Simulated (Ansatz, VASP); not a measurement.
BN in VASP and in Ansatz

Contents of INCAR:

```
SYSTEM = BN
PREC = Accurate
ENCUT = 520
EDIFF = 1E-6
ISMEAR = 0
SIGMA = 0.05
LREAL = .False.
LASPH = .True.
NELM = 80
ALGO = Normal
ISIF = 2
LWAVE = .False.
LCHARG = .False.
GGA = PE
IVDW = 12
NBANDS = 16
```

The input KPOINTS:

```
regular mesh
0
Gamma
  12 12 4
  0 0 0
```

File POSCAR:

```
BN
1.0
    2.5064381059      0.0000000000      0.0000000000
   -1.2532190530      2.1706390727      0.0000000000
    0.0000000000      0.0000000000      6.6168468515
B N
2 2
Direct
    0.3333333333      0.6666666667      0.2500000000
    0.6666666667      0.3333333333      0.7500000000
    0.4715414785      0.9430829569      0.7046611843
    0.6666666667      0.3333333333      0.2500000000
```

Input for Ansatz:

```yaml
crystal:
  lattice:
    - [2.5064381059, 0.0, 0.0]
    - [-1.253219053, 2.1706390727, 0.0]
    - [0.0, 0.0, 6.6168468515]
  atoms:
    - { symbol: B, position: [0.3333333333, 0.6666666667, 0.25] }
    - { symbol: B, position: [0.6666666667, 0.3333333333, 0.75] }
    - { symbol: "N", position: [0.4715414785, 0.9430829569, 0.7046611843] }
    - { symbol: "N", position: [0.6666666667, 0.3333333333, 0.25] }
basis:
  ecutwfc: 420
kpoints:
  mp_grid: { grid: [12, 12, 4] }
hamiltonian:
  xc: pbe
  dispersion: d3bj
scf:
  occupations: { method: gaussian, width: 0.05 }
output:
  forces: true
  stress: true
  eigenvalues: true
```

Alike in both runs: task single point; functional PBE; dispersion D3(BJ); k mesh 12 × 12 × 4; occupations gaussian, width 0.05 eV; no spin polarisation.

|  | VASP | Ansatz |
| --- | --- | --- |
| version | VASP 6.6.1 | Ansatz 0.2.0 |
| potentials or method | VASP PAW PBE potentials, release 64 (B, N), cutoff 520 eV | scalar-relativistic, plane waves, PAW |
| valence electrons in the cell | 16 | 16 |

|  | VASP | Ansatz | Ansatz less VASP |
| --- | --- | --- | --- |
| gap on the k mesh at the Fermi level (eV) | 3.38 | 3.38 | -0.008 |
| least direct gap on the mesh (eV) | 4.12 | 4.12 | +0.001 |
| rms of the force components (eV/Å) | 37.769 | 35.656 | -2.1135 |

Atom by atom the forces differ by 2.118 eV/Å (rms over components).
